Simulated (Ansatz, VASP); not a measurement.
WS2: VASP beside Ansatz

```
S W
1.0
     3.15674    0.00000    0.00000
    -1.57837    2.70675    0.00000
     0.00000    0.00000   30.08000
S W
2 1
Direct
  0.66687 0.33373 0.29971
  0.66687 0.33373 0.40308
  0.33293 0.66587 0.35140
```

Alike in both runs: functional LDA; k mesh 12 × 12 × 1; occupations gaussian, width 0.02 eV; no spin polarisation.

Ansatz relaxed the structure, and its values are those at the end. VASP's run is a single point on that final structure, the one shown.

|  | VASP | Ansatz |
| --- | --- | --- |
| version | VASP 6.6.1 | Ansatz 0.2.0 |
| potentials or method | VASP PAW LDA potentials, release 64 (S, W_sv) | scalar-relativistic, plane waves, PAW |
| plane-wave cutoff (eV) | 400 | 420 |
| valence electrons in the cell | 26 | 26 |

Ansatz gave:

| Quantity | Value |
| --- | --- |
| gap on the k mesh at the Fermi level (eV) | 1.91 |
| least direct gap on the mesh (eV) | 1.91 |
| rms of the force components (eV/Å) | 0.001 |

What did VASP give for the same quantities?

gap on the k mesh at the Fermi level (eV): 1.92; least direct gap on the mesh (eV): 1.92; rms of the force components (eV/Å): 0.023.

LDA's correlation is that of Perdew and Zunger in VASP and of Perdew and Wang (1992) in Ansatz. Ansatz's warnings: xc potential rough in thin density.

Neither program's run includes spin-orbit coupling.
